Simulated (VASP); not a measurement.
# Sn (I4_1/amd) in VASP: notebook, part 2 of 3

VASP 6.6.1. Earlier steps stand in the parts before.

## (4) Single point, PBEsol

This run uses another cell than the first one, of 26.93 Å³/atom, 1.003 times its volume.

Contents of INCAR:

```
SYSTEM = Sn
PREC = Accurate
ENCUT = 520
EDIFF = 1E-7
ISMEAR = -1
SIGMA = 0.15
LREAL = .False.
LASPH = .True.
NELM = 80
ALGO = Fast
ISIF = 2
LWAVE = .False.
LCHARG = .False.
GGA = PS
NBANDS = 21
```

Contents of KPOINTS:

```
Automatic mesh
0
Gamma
  16 16 16
  0 0 0
```

Contents of POSCAR:

```
Sn
1.0
   -2.9236114143      2.9236114143      1.5755117641
    2.9236114143     -2.9236114143      1.5755117641
    2.9236114143      2.9236114143     -1.5755117641
Sn
2
Direct
    0.0000000000      0.0000000000      0.0000000000
    0.7500000000      0.2500000000      0.5000000000
```

Potentials or basis: VASP PAW PBE potentials, release 64 (Sn_d).

The run is started by

```bash
$ cat potpaw_PBE.64/Sn_d/POTCAR > POTCAR
$ mpirun -np 1 vasp_std > vasp.out
```

OUTCAR:

```text
SYSTEM = Sn
   PREC = Accurate
   ENCUT = 520
   EDIFF = 1E-7
   ISMEAR = -1
   LREAL = .False.
   LASPH = .True.
   NELM = 80
   ISIF = 2
   GGA = PS

 ion  position               nearest neighbor table
   1  0.000  0.000  0.000-   2 3.03   2 3.03   2 3.03   2 3.03
   2  0.750  0.250  0.500-   1 3.03   1 3.03   1 3.03   1 3.03

  LATTYP: Found a body centered tetragonal cell.
 ALAT       =     5.8472228286
 C/A-ratio  =     0.5388923290

  Lattice vectors:

 A1 = (  -2.9236114143,   2.9236114143,   1.5755117641)
 A2 = (   2.9236114143,  -2.9236114143,   1.5755117641)
 A3 = (   2.9236114143,   2.9236114143,  -1.5755117641)

Analysis of symmetry for initial positions (statically):
=====================================================================
 Subroutine PRICEL returns:
 Original cell was already a primitive cell.

 Routine SETGRP: Setting up the symmetry group for a
 body centered tetragonal supercell.

 Subroutine GETGRP returns: Found 16 space group operations
 (whereof  8 operations were pure point group operations)
 out of a pool of 16 trial point group operations.

The static configuration has the point symmetry D_2d.
 The point group associated with its full space group is D_4h.

Analysis of symmetry for dynamics (positions and initial velocities):
=====================================================================
 Subroutine PRICEL returns:
 Original cell was already a primitive cell.

 Routine SETGRP: Setting up the symmetry group for a
 body centered tetragonal supercell.

 Subroutine GETGRP returns: Found 16 space group operations
 (whereof  8 operations were pure point group operations)
 out of a pool of 16 trial point group operations.

The dynamic configuration has the point symmetry D_2d.
 The point group associated with its full space group is D_4h.

 Subroutine INISYM returns: Found 16 space group operations
 (whereof  8 operations are pure point group operations),
 and found     1 'primitive' translations

----------------------------------------------------------------------------------------

                                     Primitive cell

  volume of cell :      53.8668

  direct lattice vectors                    reciprocal lattice vectors
    -2.923611414  2.923611414  1.575511764     0.000000000  0.171021360  0.317357199
     2.923611414 -2.923611414  1.575511764     0.171021360  0.000000000  0.317357199
     2.923611414  2.923611414 -1.575511764     0.171021360  0.171021360  0.000000000

  length of vectors
     4.424618031  4.424618031  4.424618031     0.360505058  0.360505058  0.241860727

  position of ions in fractional coordinates (direct lattice)
     0.000000000  0.000000000  0.000000000
     0.750000000  0.250000000  0.500000000

  ion indices of the primitive-cell ions
   primitive index   ion index
                 1           1
                 2           2

----------------------------------------------------------------------------------------

 KPOINTS: Automatic mesh

Automatic generation of k-mesh.
 Grid dimensions read from file:
 generate k-points for:   16   16   16

 Generating k-lattice:

  Cartesian coordinates                     Fractional coordinates (reciprocal lattice)
     0.000000000  0.010688835  0.019834825     0.062500000  0.000000000  0.000000000
     0.010688835  0.000000000  0.019834825     0.000000000  0.062500000  0.000000000
     0.010688835  0.010688835  0.000000000     0.000000000  0.000000000  0.062500000

  Length of vectors
     0.022531566  0.022531566  0.015116295

  Shift w.r.t. Gamma in fractional coordinates (k-lattice)
     0.000000000  0.000000000  0.000000000

 Subroutine IBZKPT returns following result:
 ===========================================

 Found    349 irreducible k-points:

 Following reciprocal coordinates:
            Coordinates               Weight
  0.000000  0.000000  0.000000      1.000000
  0.062500  0.000000 -0.000000      8.000000
  0.125000  0.000000 -0.000000      8.000000
  0.187500  0.000000 -0.000000      8.000000
  0.250000  0.000000 -0.000000      8.000000
  0.312500  0.000000 -0.000000      8.000000
[... 16 lines left out ...]
 -0.125000  0.062500  0.000000     16.000000
 -0.062500  0.062500  0.000000      4.000000
 [... further k-points ...]
   k-points           NKPTS =    349   k-points in BZ     NKDIM =    349   number of bands    NBANDS=     21
   number of dos      NEDOS =    301   number of ions     NIONS =      2
   total plane-waves  NPLWV =  46656
   dimension x,y,z NGX =    36 NGY =   36 NGZ =   36
   dimension x,y,z NGXF=    72 NGYF=   72 NGZF=   72
   ions per type =               2
   NGX,Y,Z   is equivalent  to a cutoff of  13.53, 13.53, 13.53 a.u.
   NGXF,Y,Z  is equivalent  to a cutoff of  27.05, 27.05, 27.05 a.u.
 SYSTEM =  Sn
   PREC   = accura    normal or accurate (medium, high low for compatibility)
   ISTART =      0    job   : 0-new  1-cont  2-samecut
   ICHARG =      2    charge: 1-file 2-atom 10-const
   ISPIN  =      1    spin polarized calculation?
   LNONCOLLINEAR =      F non collinear calculations
   LSORBIT =      F    spin-orbit coupling
   LASPH  =      T    aspherical Exc in radial PAW
   ENCUT  =  520.0 eV  38.22 Ry    6.18 a.u.   8.23  8.23  8.23*2*pi/ulx,y,z
   NELM   =     80;   NELMIN=  2; NELMDL= -5     # of ELM steps
   EDIFF  = 0.1E-06   stopping-criterion for ELM
   LREAL  =      F    real-space projection
   EDIFFG = 0.1E-05   stopping-criterion for IOM
   NSW    =      0    number of steps for IOM
   IBRION =     -1    ionic relax: 0-MD 1-quasi-New 2-CG
   NFREE  =      0    steps in history (QN), initial steepest desc. (CG)
   ISIF   =      2    stress and relaxation
   ISYM   =      2    0-nonsym 1-usesym 2-fastsym
   POTIM  = 0.5000    time-step for ionic-motion
   TEBEG  =    0.0;   TEEND  =   0.0 temperature during run
   PSTRESS=    0.0 pullay stress
   NELECT =      28.0000    total number of electrons
   NUPDOWN=      -1.0000    fix difference up-down
   EMIN   =  10.00;   EMAX   =-10.00  energy-range for DOS
   EFERMI =   0.00;   METHOD = LEGACY
   ISMEAR =    -1;   SIGMA  =   0.15  broadening in eV -4-tet -1-fermi 0-gaus
   EFERMI_NEDOS =   21; number of points for ismear=-14 and -15
   IALGO  =     68    algorithm
   IMIX   =      4    mixing-type and parameters
     AMIX     =   0.40;   BMIX     =  1.00
     AMIX_MAG =   1.60;   BMIX_MAG =  1.00
  volume/ion in A,a.u.               =      26.93       181.76
  Fermi-wavevector in a.u.,A,eV,Ry     =   1.316297  2.487440 23.573965  1.732638
  Thomas-Fermi vector in A             =   2.446419
   LORBIT       =      0    0 simple, 1 ext, 2 COOP (PROOUT), +10 PAW based schemes
   GGA     = PS    functional components
   LHFCALC =     F    Hartree Fock is set to
   AEXX    =    0.0000 exact exchange contribution
   IVDW    =     0    specifies the selected vdW correction
   LEPSILON=     F    determine dielectric tensor
   LRPA    =     F    only Hartree local field effects (RPA)
 non-spin polarized calculation
 RMM-DIIS sequential band-by-band and
  energy-cutoff  :      520.00
  volume of cell :       53.87
 maximum number of plane-waves:      1470
 NGX is ok and might be reduce to    36
   NGX = 17   NGY = 17   NGZ = 17

 number of electron      28.0000000 magnetization

 Free energy of the ion-electron system (eV)
  ---------------------------------------------------
  ext. energy  EPLUGINS =         0.00000000
  ---------------------------------------------------
  free energy    TOTEN  =        -8.55645413 eV

  energy without entropy =       -8.48770956  energy(sigma->0) =       -8.52208184

 E-fermi :   7.8968     XC(G=0): -10.4869

 val. band max:        7.8915523769   @ k =  -0.2500   0.1250   0.0000
 cond. band min:       7.8999834720   @ k =   0.1875   0.0625   0.0000
 fundamental gap:      0.0084310951
 Fermi energy:         7.8967981724

 k-point     1 :       0.0000    0.0000    0.0000
  band No.  band energies     occupation
      1     -13.6480      2.00000
      2     -13.5728      2.00000
      3     -13.5203      2.00000
      4     -13.5177      2.00000
      5     -13.3495      2.00000
      6     -13.3495      2.00000
[... 13 lines left out ...]
     20      17.7032      0.00000
     21      18.4004      0.00000

 k-point     2 :       0.0625    0.0000   -0.0000
  band No.  band energies     occupation
      1     -13.6455      2.00000
      2     -13.5639      2.00000
      3     -13.5173      2.00000
      4     -13.5072      2.00000
      5     -13.3563      2.00000
      6     -13.3557      2.00000
[... 520 lines left out ...]
 k-point    24 :      -0.0625    0.0625    0.0000
  band No.  band energies     occupation
      1     -13.6447      2.00000
      2     -13.5733      2.00000
      3     -13.5197      2.00000
      4     -13.5175      2.00000
      5     -13.3511      2.00000
      6     -13.3478      2.00000
[... 13 lines left out ...]
     20      17.9517      0.00000
     21      18.4499      0.00000

 [... further k-points ...]
[... 5 lines left out ...]
  --------------------------------------------------------------------------------------
  -------------------------------------------------------------------------------------
  Total       -0.0217507     -0.0217507     -0.0203303      0.0000000      0.0000000      0.0000000
  in kB       -0.6469387     -0.6469387     -0.6046918      0.0000000      0.0000000      0.0000000
  external PRESSURE =      -0.6328564 kB  Pullay stress =       0.0000000 kB

 VOLUME and BASIS-vectors are now :
 -----------------------------------------------------------------------------
  energy-cutoff  :      520.00
  volume of cell :       53.87
      direct lattice vectors                 reciprocal lattice vectors
    -2.923611414  2.923611414  1.575511764     0.000000000  0.171021360  0.317357199
     2.923611414 -2.923611414  1.575511764     0.171021360  0.000000000  0.317357199
     2.923611414  2.923611414 -1.575511764     0.171021360  0.171021360  0.000000000

 POSITION                                       TOTAL-FORCE (eV/Angst)
 -----------------------------------------------------------------------------------
      0.00000      0.00000      0.00000         0.000000     -0.000000      0.000000
      0.00000      2.92361      0.78776        -0.000000      0.000000     -0.000000
 -----------------------------------------------------------------------------------
    total drift:                               -0.000000      0.000000     -0.000000

  FREE ENERGIE OF THE ION-ELECTRON SYSTEM (eV)
  ---------------------------------------------------
  free  energy   TOTEN  =        -8.5564541310 eV

  energy  without entropy=       -8.4877095587  energy(sigma->0) =       -8.52208184
```

OSZICAR:

```text
N       E                     dE             d eps       ncg     rms          rms(c)
DAV:   1     0.220965692073E+03    0.22097E+03   -0.14357E+04 14929   0.208E+03
DAV:   2     0.142393112327E+02   -0.20673E+03   -0.20261E+03 14798   0.453E+02
DAV:   3    -0.788436451894E+01   -0.22124E+02   -0.21949E+02 16912   0.135E+02
DAV:   4    -0.857229229323E+01   -0.68793E+00   -0.68747E+00 16682   0.263E+01
DAV:   5    -0.860022402655E+01   -0.27932E-01   -0.27931E-01 20771   0.496E+00    0.245E+00
RMM:   6    -0.856670561843E+01    0.33518E-01   -0.43769E-02 17824   0.254E+00    0.138E+00
RMM:   7    -0.855673077453E+01    0.99748E-02   -0.29695E-02 17623   0.197E+00    0.174E-01
RMM:   8    -0.855632732363E+01    0.40345E-03   -0.36753E-03 19490   0.696E-01    0.528E-02
RMM:   9    -0.855644030610E+01   -0.11298E-03   -0.11428E-03 22105   0.271E-01    0.388E-02
RMM:  10    -0.855644905022E+01   -0.87441E-05   -0.13337E-04 19215   0.145E-01    0.224E-02
RMM:  11    -0.855645235386E+01   -0.33036E-05   -0.72196E-05 21156   0.883E-02    0.112E-02
RMM:  12    -0.855645483790E+01   -0.24840E-05   -0.28262E-05 24553   0.403E-02    0.920E-03
RMM:  13    -0.855645481955E+01    0.18351E-07   -0.15181E-06 17022   0.103E-02    0.842E-03
RMM:  14    -0.855645409060E+01    0.72895E-06   -0.13734E-06 18071   0.152E-02    0.853E-04
RMM:  15    -0.855645413099E+01   -0.40391E-07   -0.15880E-07  9454   0.402E-03
   1 F= -.85564541E+01 E0= -.85220818E+01  d E =-.687446E-01
```

It took 13 min on 1 thread of Intel Xeon 8259CL, shared host; peak memory 0.44 GiB.

Results:

* Free energy: -8.5565 eV
* Pressure: -0.1 GPa
* Band gap on the k mesh: zero (band 14 reaches 9.51 eV, above the bottom of band 15 at 5.22 eV)

Levels at points of the mesh, in eV from the Fermi level:
```csv
k point,band 11,band 12,band 13,band 14,band 15,band 16,band 17,band 18
"(0.00, 0.00, 0.00)",-11.20,-3.73,-2.03,-2.03,2.91,6.17,6.17,7.06
"(0.50, 0.00, 0.00)",-6.87,-5.39,-2.33,-1.75,-1.10,2.25,2.86,4.70
"(0.50, 0.50, 0.00)",-8.96,-8.96,0.55,0.55,1.50,1.50,6.22,6.22
"(0.50, 0.50, 0.50)",-7.62,-7.62,-4.86,-4.86,5.27,5.27,9.31,9.31
```

Caveat: the PAW data sets were made with another functional, which shifts forces and pressure a little; spin-orbit coupling is left out, which moves the levels of the heavy elements.

(Part 2 of 3 ends here.)
